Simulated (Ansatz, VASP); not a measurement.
## Li2AlO2 in VASP and in Ansatz

```
CELL_PARAMETERS angstrom
2.83124 0.00000 0.00000
-1.41562 2.45192 0.00000
0.00000 0.00000 7.46760
ATOMIC_POSITIONS crystal
Li 0.66667 0.33333 0.32064
Li 0.33333 0.66667 0.67936
Al 0.00000 0.00000 0.00000
O 0.33333 0.66667 0.13759
O 0.66667 0.33333 0.86241
```

Alike in both runs: task relaxation of cell and atoms; functional PBE; k mesh 12 × 12 × 4; occupations gaussian, width 0.1 eV; no spin polarisation.

```csv
,VASP,Ansatz
version,VASP 6.6.1,Ansatz 0.2.0
potentials or method,"VASP PAW PBE potentials, release 64 (Li_sv, Al, O), cutoff 600 eV","scalar-relativistic, plane waves, PAW"
valence electrons in the cell,21,21
```

|  | VASP | Ansatz | Ansatz less VASP |
| --- | --- | --- | --- |
| gap on the k mesh at the Fermi level, each at its own relaxed structure (eV) | none | none | - |
| relaxed volume (Å³/atom) | 10.36 | 10.39 | +0.029 |
| relaxed length of the cell vector where the two differ most in proportion (Å) | 7.459 | 7.471 | +0.0117 |

A gap of «none» marks a metal or a gap that the smearing closes.

Noted on VASP's run: the cutoff is under 1.25 times that of the potentials, so the pressure is a little rough.
